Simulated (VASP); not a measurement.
Write the native input for VASP 6.6.1 that does the following.

```yaml
Task: single point
Functional: PBE
Potentials_or_basis: VASP PAW PBE potentials, release 64 (Mg, O)
Cutoff: 520 eV
k_mesh: 2 × 2 × 2
Occupations: fermi-dirac, width 0.05 eV
Spin: collinear spin, zero start
Starting_moments: "[0.0, 0.0, 0.0, 0.0, 0.0, 0.0, 0.0, 0.0, 0.0, 0.0, 0.0, 0.0, 0.0, 0.0, 0.0, 0.0, 0.0] μB"
Dipole_correction: no
Further_INCAR_settings: LREAL = Auto; ALGO = Normal; EDIFF = 1e-07; NBANDS = 53
```

The structure of Mg8O9 (a cell with a defect) lies in POSCAR:

```
Mg8O9
1.0
    0.0000000000      3.8990000000      3.8990000000
    3.8990000000      0.0000000000      3.8990000000
    3.8990000000      3.8990000000      0.0000000000
Mg O
8 9
Direct
    0.0249679405      0.0458194409     -0.0258399590
    0.0312387792     -0.0314696076      0.5081302898
    0.0500128238      0.4856886381     -0.0011797897
    0.0065786099      0.5385355219      0.4911900487
    0.6066683765     -0.0156193896     -0.0525262888
    0.5261990254      0.0139394717      0.4879584509
    0.5505257758      0.5634778148     -0.0592459605
    0.5239933316      0.5207617338      0.4913952295
    0.1791356758      0.2587201847      0.3231982560
    0.2802385227      0.2995768146      0.6998332906
    0.2915875866      0.7903308541      0.2200820723
    0.2573480380      0.7762246730      0.7554244678
    0.7723775327      0.2633752244      0.2572710952
    0.7960759169      0.2815080790      0.6865863042
    0.8027186458      0.7657604514      0.2236470890
    0.7999615286      0.7551551680      0.7186329828
    0.4147730187      0.2874326750      0.0927930239
```

One way to write it, as run:

INCAR

```
PREC = Accurate ; ENCUT = 520
EDIFF = 1E-7 ; ISMEAR = -1
SIGMA = 0.05 ; LREAL = Auto
LASPH = True ; NELM = 150
ALGO = Normal ; ISIF = 2
LWAVE = False ; LCHARG = True
ISPIN = 2 ; MAGMOM = 0 0 0 0 0 0 0 0 0 0 0 0 0 0 0 0 0
LORBIT = 11 ; GGA = PE
LELF = True ; LVHAR = True
NBANDS = 53
```

KPOINTS

```
Automatic mesh
0
Gamma
  2 2 2
```

Potentials or basis: VASP PAW PBE potentials, release 64 (Mg, O).

The run is started by

```console
$ cat potpaw_PBE.64/Mg/POTCAR potpaw_PBE.64/O/POTCAR > POTCAR
$ mpirun -np 1 vasp_std > vasp.out
```

Results of the run:

```yaml
Pressure: 104.8 GPa
Largest_force: 4.728 eV/Å
Band_gap_on_the_k_mesh: 5.20 eV
Net_moment: 0.00 μB per cell
Valence_electrons_inside_the_program's_atomic_spheres: Mg 0.58, 0.79, 0.62, 0.70, 0.57, 0.77, 0.65 (each value once); O 5.34, 5.27, 5.24, 5.29, 5.25, 5.30, 5.28, 5.42, 5.35
```

Caveat: the k points lie up to 0.70 Å⁻¹ apart.

Run time: 2.8 min on 1 thread of Intel(R) Xeon(R) 6975P-C (Granite Rapids), with other jobs on the host, peak memory 0.33 GiB.
